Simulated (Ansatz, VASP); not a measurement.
NiO in VASP and in Ansatz

```
CELL_PARAMETERS angstrom
2.11161 2.11161 4.22873
4.22873 2.11161 2.11161
2.11161 4.22873 2.11161
ATOMIC_POSITIONS crystal
Ni 0.00000 0.00000 0.00000
Ni 0.50000 0.50000 0.50000
O 0.25000 0.25000 0.25000
O 0.75000 0.75000 0.75000
```

Alike in both runs: functional PBE; k mesh 6 × 6 × 6; collinear spin; Hubbard terms Ni d U = 4.0 eV.

Ansatz relaxed the structure, and its values are those at the end. VASP's run is a single point on that final structure, the one shown.

|  | VASP | Ansatz |
| --- | --- | --- |
| version | VASP 6.6.1 | Ansatz 0.2.0 |
| potentials or method | VASP PAW PBE potentials, release 64 (Ni, O) | scalar-relativistic, plane waves, PAW |
| plane-wave cutoff (eV) | 520 | 420 |
| occupations | gaussian, width 0.01 eV | fixed |
| valence electrons in the cell | 32 | 48 |

VASP gave:

```
gap on the k mesh at the Fermi level (eV)                     : 2.76
least direct gap on the mesh (eV)                             : 3.14
pressure (GPa)                                                : -5.0
net moment per atom (μB)                                      : 0.00
size of the moment on the site where the two differ most (μB) : 1.65
```

What did Ansatz give for the same quantities?

gap on the k mesh at the Fermi level (eV): 2.69; least direct gap on the mesh (eV): 3.10; pressure (GPa): 0.0; net moment per atom (μB): 0.00; size of the moment on the site where the two differ most (μB): 1.61.

Site moments also hang on the region over which each program counts them. The programs project onto different local orbitals, so the same U acts differently, and such runs can settle in different states. VASP's potentials hold 32 valence electrons a cell and Ansatz's 48, so a difference there can come from the potentials and not from the codes. Ansatz's warnings: end state compared, metallic iterate.
